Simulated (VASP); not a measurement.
Here is a VASP 6.6.1 calculation.

INCAR

```
SYSTEM = CsSnI3
ALGO = Normal ; EDIFF = 1E-6
ENCUT = 520 ; GGA = CA
ISIF = 2 ; ISMEAR = -1
LASPH = .True. ; LCHARG = .False.
LREAL = .False. ; LWAVE = .False.
NBANDS = 30 ; NELM = 60
PREC = Accurate ; SIGMA = 0.05
```

Contents of KPOINTS:

```
k-points
0
Gamma
  5 5 5
  0 0 0
```

The input POSCAR:

```
CsSnI3
1.0
    6.2057000000      0.0000000000      0.0000000000
    0.0000000000      6.2057000000      0.0000000000
    0.0000000000      0.0000000000      6.2057000000
Cs I Sn
1 3 1
Direct
    0.0000000000      0.0000000000      0.0000000000
    0.5000000000      0.5000000000      0.0000000000
    0.5000000000      0.0000000000      0.5000000000
    0.0000000000      0.5000000000      0.5000000000
    0.5000000000      0.5000000000      0.5000000000
```

Potentials or basis: VASP PAW LDA potentials, release 64 (Cs_sv, I, Sn_d).

Command:

```console
$ cat potpaw_LDA.64/Cs_sv/POTCAR potpaw_LDA.64/I/POTCAR potpaw_LDA.64/Sn_d/POTCAR > POTCAR
$ mpirun -np 1 vasp_std > vasp.out
```

What does it give for the band gap on the k mesh?

1.73 eV.

Estimate the pressure.

-1.6 GPa.

Caveat: spin-orbit coupling is left out, which moves the levels of the heavy elements; an odd mesh through Γ misses points on the zone boundary, where band edges can lie.
